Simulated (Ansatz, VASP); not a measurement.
## Co: VASP beside Ansatz

```
Co
1.0
     3.59790    1.79895    1.79895
     1.79895    3.59790    1.79895
     1.79895    1.79895    3.59790
Co
2
Direct
  0.00000 0.00000 0.00000
  0.50000 0.50000 0.50000
```

Alike in both runs: task single point; functional PBE; k mesh 11 × 11 × 11; occupations gaussian, width 0.1 eV; collinear spin.

|  | VASP | Ansatz |
| --- | --- | --- |
| version | VASP 6.6.1 | Ansatz 0.2.0 |
| potentials or method | VASP PAW PBE potentials, release 64 (Co), cutoff 520 eV | PAW, plane waves, scalar-relativistic |
| valence electrons in the cell | 18 | 34 |

VASP gave:

- pressure (GPa): -12.8
- net moment per atom (μB): 1.65
- size of the moment on the site where the two differ most (μB): 1.68

Task: What did Ansatz give for the same quantities?

Result: Pressure (GPa): -12.2; net moment per atom (μB): 1.67; size of the moment on the site where the two differ most (μB): 1.75.

Site moments also hang on the region over which each program counts them. VASP's potentials hold 18 valence electrons a cell and Ansatz's 34, so a difference there can come from the potentials and not from the codes. Ansatz's warnings: no starting moments.
